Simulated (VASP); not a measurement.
A run of VASP 6.6.1 is set up as follows.

Contents of INCAR:

```
PREC = Accurate
ENCUT = 520
EDIFF = 1E-8
ISMEAR = -1
SIGMA = 0.01
LREAL = False
LASPH = True
NELM = 80
ALGO = Normal
ISIF = 2
LWAVE = False
LCHARG = False
GGA = PE
LEFG = True
NBANDS = 27
```

Contents of KPOINTS:

```
regular mesh
0
Gamma
  6 6 6
```

Contents of POSCAR:

```
Se
1.0
    5.6809998619      3.2799267995      1.4763300000
   -5.6809998619      3.2799267995      1.4763300000
    0.0000000000     -6.5598535991      1.4763300000
Se
6
Direct
    0.2806600000      0.1625100000      0.9181800000
    0.9181800000      0.2806600000      0.1625100000
    0.1625100000      0.9181800000      0.2806600000
    0.7193400000      0.8374900000      0.0818200000
    0.0818200000      0.7193400000      0.8374900000
    0.8374900000      0.0818200000      0.7193400000
```

Potentials or basis: VASP PAW PBE potentials, release 64 (Se).

Run with:

```sh
$ cat potpaw_PBE.64/Se/POTCAR > POTCAR
$ mpirun -np 1 vasp_std > vasp.out
```

Question: Predict the largest force.

Answer: 0.506 eV/Å.

Question: What does it give for the pressure?

Answer: 2.8 GPa.

Question: Predict the band gap on the k mesh.

Answer: 1.19 eV (least direct gap 1.43 eV).

Forces in eV/Å, atoms in the order of the input:
```
Se   0.174  0.359  0.310
Se  -0.398 -0.029  0.310
Se   0.225 -0.330  0.310
Se  -0.174 -0.359 -0.310
Se   0.398  0.029 -0.310
Se  -0.225  0.330 -0.310
```

Caveat: this functional lacks dispersion, which holds the molecules together, so the pressure and a relaxed volume are unreliable; without QUAD_EFG the Cq values of the log hold for a quadrupole moment of 1 mb, not for the nuclei. Expect the measured gap to be larger: semilocal functionals such as PBE lack the derivative discontinuity.
